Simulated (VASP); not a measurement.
The system is BeS.

```
Be S
1.0
     2.94139    0.00000    0.00000
     0.00000    2.94139    0.00000
     0.00000    0.00000    2.94139
Be S
1 1
Cartesian
  0.0000 0.0000 0.0000
  1.4707 1.4707 1.4707
```

Base run:

```yaml
Program: VASP 6.6.1
Functional: PBEsol
Potentials_or_basis: VASP PAW PBE potentials, release 64 (Be, S)
Cutoff: 600 eV
k_mesh: 6 × 6 × 6
Occupations: tetrahedron
Spin: no spin polarisation
```

Its results: band gap on the k mesh zero (bands 4 and 5 overlap by 1.42 eV); pressure -2.3 GPa.

Question: The run is repeated on the same cell with these changes: occupations from tetrahedron to methfessel-paxton, width 0.2 eV. What comes out?

Answer: Band gap on the k mesh zero (bands 4 and 5 overlap by 1.25 eV); pressure -4.7 GPa.

Caveats: the structure was generated, so it needn't be the stable form of BeS; the PAW data sets were made with another functional, which shifts forces and pressure a little; tetrahedron occupations give inexact forces and stress in metals (at least some runs); the cell stands under tension (at least some runs).
